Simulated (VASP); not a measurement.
# C (Fd-3m) in VASP: G0W0 quasiparticle levels with LDA

Aim: the G0W0 quasiparticle levels of C with LDA.

All numbers are computed with VASP 6.6.1; they aren't measurements. Logs are shortened: lines on timing, memory, paths and dates and some standing lists are left out, and cuts for length are marked.

## Step 1: The cell of the first run

It takes space group Fd-3m (No. 227, cubic). The conventional cell has a = 3.560 Å, b = 3.560 Å, c = 3.560 Å, α = 90.00°, β = 90.00°, γ = 90.00°. C (site symmetry -43m) has 4 C at 1.54 Å within 2.1 Å.

## Step 2: G0W0 quasiparticle levels, LDA

Input file POSCAR:

```
C
1.0
    0.0000000000      1.7801241434      1.7801241434
    1.7801241434      0.0000000000      1.7801241434
    1.7801241434      1.7801241434      0.0000000000
C
2
Direct
    0.0000000000      0.0000000000      0.0000000000
    0.2500000000      0.2500000000      0.2500000000
```

Input file INCAR.step1:

```
SYSTEM = C
ALGO = Normal
EDIFF = 1E-8
ENCUT = 500
GGA = CA
ISMEAR = 0
LASPH = .True.
LCHARG = .False.
LREAL = .False.
LWAVE = .True.
NELM = 80
PREC = Accurate
SIGMA = 0.01
```

Input file INCAR.step2:

```
SYSTEM = C
ALGO = Exact
EDIFF = 1E-8
ENCUT = 500
GGA = CA
ISMEAR = 0
ISTART = 1
LASPH = .True.
LCHARG = .False.
LOPTICS = .True.
LREAL = .False.
LWAVE = .True.
NBANDS = 46
NELM = 1
PREC = Accurate
SIGMA = 0.01
```

Input file INCAR.step3:

```
SYSTEM = C
ALGO = EVGW0
EDIFF = 1E-8
ENCUT = 500
ENCUTGW = 140.0
GGA = CA
ISMEAR = 0
ISTART = 1
LASPH = .True.
LCHARG = .False.
LREAL = .False.
LWAVE = .False.
NBANDS = 46
NBANDSGW = 12
NELMGW = 1
NOMEGA = 96
OMEGAMAX = 20
PREC = Accurate
PRECFOCK = Fast
SIGMA = 0.01
```

Input file KPOINTS:

```
k-points
0
Gamma
  6 6 6
  0 0 0
```

Potentials or basis: VASP PAW LDA potentials, release 64 (C_GW).

Run with:

```console
cat potpaw_LDA.64/C_GW/POTCAR > POTCAR
cp INCAR.step1 INCAR
mpirun -np 1 vasp_std > vasp.out
cp INCAR.step2 INCAR
mpirun -np 1 vasp_std > vasp.out
cp INCAR.step3 INCAR
mpirun -np 1 vasp_std > vasp.out
```

OUTCAR:

```text
SYSTEM = C
   EDIFF = 1E-8
   ENCUT = 500
   ENCUTGW = 140.0
   GGA = CA
   ISMEAR = 0
   ISTART = 1
   LASPH = .True.
   LREAL = .False.
   NELMGW = 1
   PREC = Accurate
   PRECFOCK = Fast

 ion  position               nearest neighbor table
   1  0.000  0.000  0.000-   2 1.54   2 1.54   2 1.54   2 1.54
   2  0.250  0.250  0.250-   1 1.54   1 1.54   1 1.54   1 1.54

  LATTYP: Found a face centered cubic cell.
 ALAT       =     3.5602482868

  Lattice vectors:

 A1 = (   0.0000000000,   1.7801241434,   1.7801241434)
 A2 = (   1.7801241434,   0.0000000000,   1.7801241434)
 A3 = (   1.7801241434,   1.7801241434,   0.0000000000)

Analysis of symmetry for initial positions (statically):
=====================================================================
 Subroutine PRICEL returns:
 Original cell was already a primitive cell.

 Routine SETGRP: Setting up the symmetry group for a
 face centered cubic supercell.

 Subroutine GETGRP returns: Found 48 space group operations
 (whereof 24 operations were pure point group operations)
 out of a pool of 48 trial point group operations.

The static configuration has the point symmetry T_d .
 The point group associated with its full space group is O_h .

Analysis of symmetry for dynamics (positions and initial velocities):
=====================================================================
 Subroutine PRICEL returns:
 Original cell was already a primitive cell.

 Routine SETGRP: Setting up the symmetry group for a
 face centered cubic supercell.

 Subroutine GETGRP returns: Found 48 space group operations
 (whereof 24 operations were pure point group operations)
 out of a pool of 48 trial point group operations.

The dynamic configuration has the point symmetry T_d .
 The point group associated with its full space group is O_h .

 Subroutine INISYM returns: Found 48 space group operations
 (whereof 24 operations are pure point group operations),
 and found     1 'primitive' translations

----------------------------------------------------------------------------------------

                                     Primitive cell

  volume of cell :      11.2819

  direct lattice vectors                    reciprocal lattice vectors
     0.000000000  1.780124143  1.780124143    -0.280879287  0.280879287  0.280879287
     1.780124143  0.000000000  1.780124143     0.280879287 -0.280879287  0.280879287
     1.780124143  1.780124143  0.000000000     0.280879287  0.280879287 -0.280879287

  length of vectors
     2.517475706  2.517475706  2.517475706     0.486497196  0.486497196  0.486497196

  position of ions in fractional coordinates (direct lattice)
     0.000000000  0.000000000  0.000000000
     0.250000000  0.250000000  0.250000000

  ion indices of the primitive-cell ions
   primitive index   ion index
                 1           1
                 2           2

----------------------------------------------------------------------------------------

 KPOINTS: k-points

Automatic generation of k-mesh.
 Grid dimensions read from file:
 generate k-points for:    6    6    6

 Generating k-lattice:

  Cartesian coordinates                     Fractional coordinates (reciprocal lattice)
    -0.046813214  0.046813214  0.046813214     0.166666667  0.000000000  0.000000000
     0.046813214 -0.046813214  0.046813214     0.000000000  0.166666667  0.000000000
     0.046813214  0.046813214 -0.046813214     0.000000000  0.000000000  0.166666667

  Length of vectors
     0.081082866  0.081082866  0.081082866

  Shift w.r.t. Gamma in fractional coordinates (k-lattice)
     0.000000000  0.000000000  0.000000000

 Subroutine IBZKPT returns following result:
 ===========================================

 Found     16 irreducible k-points:

 Following reciprocal coordinates:
            Coordinates               Weight
  0.000000  0.000000  0.000000      1.000000
  0.166667  0.000000  0.000000      8.000000
  0.333333  0.000000  0.000000      8.000000
  0.500000  0.000000  0.000000      4.000000
  0.166667  0.166667  0.000000      6.000000
  0.333333  0.166667  0.000000     24.000000
[... 8 lines left out ...]
 -0.333333  0.333333  0.166667     24.000000
 -0.333333  0.500000  0.166667     12.000000
   k-points           NKPTS =     16   k-points in BZ     NKDIM =    216   number of bands    NBANDS=     46
   number of dos      NEDOS =    301   number of ions     NIONS =      2
   total plane-waves  NPLWV =   5832
   dimension x,y,z NGX =    18 NGY =   18 NGZ =   18
   dimension x,y,z NGXF=    36 NGYF=   36 NGZF=   36
   ions per type =               2
   NGX,Y,Z   is equivalent  to a cutoff of  11.89, 11.89, 11.89 a.u.
   NGXF,Y,Z  is equivalent  to a cutoff of  23.77, 23.77, 23.77 a.u.
 SYSTEM =  C
   PREC   = accura    normal or accurate (medium, high low for compatibility)
   ISTART =      1    job   : 0-new  1-cont  2-samecut
   ICHARG =      0    charge: 1-file 2-atom 10-const
   ISPIN  =      1    spin polarized calculation?
   LNONCOLLINEAR =      F non collinear calculations
   LSORBIT =      F    spin-orbit coupling
   LASPH  =      T    aspherical Exc in radial PAW
   ENCUT  =  500.0 eV  36.75 Ry    6.06 a.u.   4.59  4.59  4.59*2*pi/ulx,y,z
   NELM   =     60;   NELMIN=  2; NELMDL=  0     # of ELM steps
   EDIFF  = 0.1E-07   stopping-criterion for ELM
   LREAL  =      F    real-space projection
   EDIFFG = 0.1E-06   stopping-criterion for IOM
   NSW    =      0    number of steps for IOM
   IBRION =     -1    ionic relax: 0-MD 1-quasi-New 2-CG
   NFREE  =      0    steps in history (QN), initial steepest desc. (CG)
   ISIF   =      0    stress and relaxation
   ISYM   =      3    0-nonsym 1-usesym 2-fastsym
   POTIM  = 0.5000    time-step for ionic-motion
   TEBEG  =    0.0;   TEEND  =   0.0 temperature during run
   PSTRESS=    0.0 pullay stress
   NELECT =       8.0000    total number of electrons
   NUPDOWN=      -1.0000    fix difference up-down
   EMIN   =  10.00;   EMAX   =-10.00  energy-range for DOS
   EFERMI =   0.00;   METHOD = LEGACY
   ISMEAR =     0;   SIGMA  =   0.01  broadening in eV -4-tet -1-fermi 0-gaus
   EFERMI_NEDOS =   21; number of points for ismear=-14 and -15
   IALGO  =     38    algorithm
   IMIX   =      4    mixing-type and parameters
     AMIX     =   0.40;   BMIX     =  1.00
     AMIX_MAG =   1.60;   BMIX_MAG =  1.00
  volume/ion in A,a.u.               =       5.64        38.07
  Fermi-wavevector in a.u.,A,eV,Ry     =   1.459860  2.758735 28.996616  2.131191
  Thomas-Fermi vector in A             =   2.576377
   LORBIT       =      0    0 simple, 1 ext, 2 COOP (PROOUT), +10 PAW based schemes
   GGA     = CA    functional components
   LHFCALC =     T    Hartree Fock is set to
   PRECFOCK=fast      Normal, Fast or Accurate (Low or Medium for compatibility)
   ENCUT4O =  -1.0   cutoff for four orbital integrals eV
   NKREDX  =     1    reduce k-point grid by
   NKREDY  =     1    reduce k-point grid by
   NKREDZ  =     1    reduce k-point grid by
   AEXX    =    1.0000 exact exchange contribution
   HFSCREEN=    0.0000 screening length (either q_TF or 0.3 A-1)
   HFSCREENC=   0.0000 screening length for correlation (either q_TF or 0.3 A-1)
   ENCUTFOCK=  -1.0 apply spherical cutoff to Coloumb kernel
   IVDW    =     0    specifies the selected vdW correction
   LEPSILON=     F    determine dielectric tensor
   LRPA    =     F    only Hartree local field effects (RPA)
   LRPAFORCE           =     F    calculate RPA forces
   ENCUTGW             = 140.0    cutoff for response function in eV
   ENCUTGWSOFT         = 112.0    soft cutoff for Coulomb kernel in GW response function in eV
   ENCUTLF             =  -1.0    cutoff for local field effects
   NELMGW              =     1    number of iterations in solving QP/BSE equation
   NELMHF              =     1    number of iterations in the inner HF iteration
   NKREDLFX            =     1    NKREDLFY  =   1   NKREDLFZ  =   1
 non-spin polarized calculation
 Gauss-broadening in eV      SIGMA  =   0.01
  energy-cutoff  :      500.00
  volume of cell :       11.28
 maximum number of plane-waves:       302
  NGX = 12; NGY = 12; NGZ = 12
   NGX =  9   NGY =  9   NGZ =  9
 maximum number of plane-waves:        51

 QP shifts <psi_nk| G(iteration)W_0 |psi_nk>: iteration 1
 for sc-GW calculations column KS-energies equals QP-energies in previous step
 and V_xc(KS)=  KS-energies - (<T + V_ion + V_H > + <T+V_H+V_ion>^1  + <V_x>^1)

 k-point   1 :       0.0000    0.0000    0.0000
  band No.  KS-energies  QP-energies   sigma(KS)   V_xc(KS)     V^pw_x(r,r')   Z            occupation Imag(sigma)

      1     -11.5456     -12.9981     -16.6721     -14.7934     -25.3591       0.7732       2.0000       1.2757
      2       9.8419       9.5680     -17.3382     -17.0076     -19.1751       0.8286       2.0000       0.0207
      3       9.8419       9.5680     -17.3382     -17.0076     -19.1751       0.8286       2.0000       0.0207
      4       9.8419       9.5680     -17.3382     -17.0076     -19.1751       0.8286       2.0000       0.0207
      5      15.4025      16.8122     -14.0890     -15.8014      -9.3349       0.8232       0.0000      -0.0386
      6      15.4025      16.8122     -14.0890     -15.8014      -9.3349       0.8232       0.0000      -0.0386
      7      15.4025      16.8122     -14.0890     -15.8014      -9.3349       0.8232       0.0000      -0.0386
      8      23.5232      24.5957     -14.8686     -16.2648      -7.6573       0.7682       0.0000      -0.1041
      9      28.9202      29.7014     -11.5019     -12.4644      -4.4023       0.8116       0.0000      -0.2731
     10      36.5323      37.7313     -12.5298     -13.9748      -5.8962       0.8298       0.0000      -0.4832
     11      36.5323      37.7313     -12.5298     -13.9748      -5.8962       0.8298       0.0000      -0.4832
     12      37.1976      38.0939     -10.9153     -12.0126      -3.2884       0.8169       0.0000      -0.8941

 k-point   2 :       0.1667    0.0000    0.0000
  band No.  KS-energies  QP-energies   sigma(KS)   V_xc(KS)     V^pw_x(r,r')   Z            occupation Imag(sigma)
[... 225 lines left out ...]
      1      -2.2321      -3.4142     -17.3637     -15.7884     -23.2921       0.7505       2.0000       0.2121
      2      -2.2321      -3.4142     -17.3637     -15.7884     -23.2921       0.7505       2.0000       0.2121
      3       1.9698       1.1478     -16.3867     -15.3478     -20.2672       0.7913       2.0000       0.0568
      4       1.9698       1.1478     -16.3867     -15.3478     -20.2672       0.7913       2.0000       0.0568
      5      18.0062      19.1813     -13.0873     -14.5155      -7.6271       0.8228       0.0000      -0.0477
      6      18.0062      19.1813     -13.0873     -14.5155      -7.6271       0.8228       0.0000      -0.0477
      7      24.3286      26.0186     -14.3739     -16.5732      -6.9737       0.7684       0.0000      -0.1258
      8      24.3286      26.0186     -14.3739     -16.5732      -6.9737       0.7684       0.0000      -0.1258
      9      31.3419      32.9685     -13.7172     -15.7992      -5.5079       0.7813       0.0000      -0.4445
     10      31.3419      32.9685     -13.7172     -15.7992      -5.5079       0.7813       0.0000      -0.4445
     11      40.4025      41.6409     -12.2353     -13.7946      -4.2391       0.7942       0.0000      -0.9018
     12      40.4025      41.6409     -12.2353     -13.7946      -4.2391       0.7942       0.0000      -0.9018
```

It took 51 s on 1 thread of AMD EPYC 9R45 (Zen 5), shared host; peak memory 0.17 GiB.

Results:

```
Quasiparticle gap                                   : 5.38 eV
Least direct quasiparticle gap                      : 7.24 eV
Band gap of the starting levels on the mesh         : 4.14 eV
Least direct gap of the starting levels on the mesh : 5.56 eV
```

Caveat: the k points lie up to 0.51 Å⁻¹ apart; bands, screening cutoff and mesh are small and nothing is extrapolated, so the quasiparticle values aren't converged.
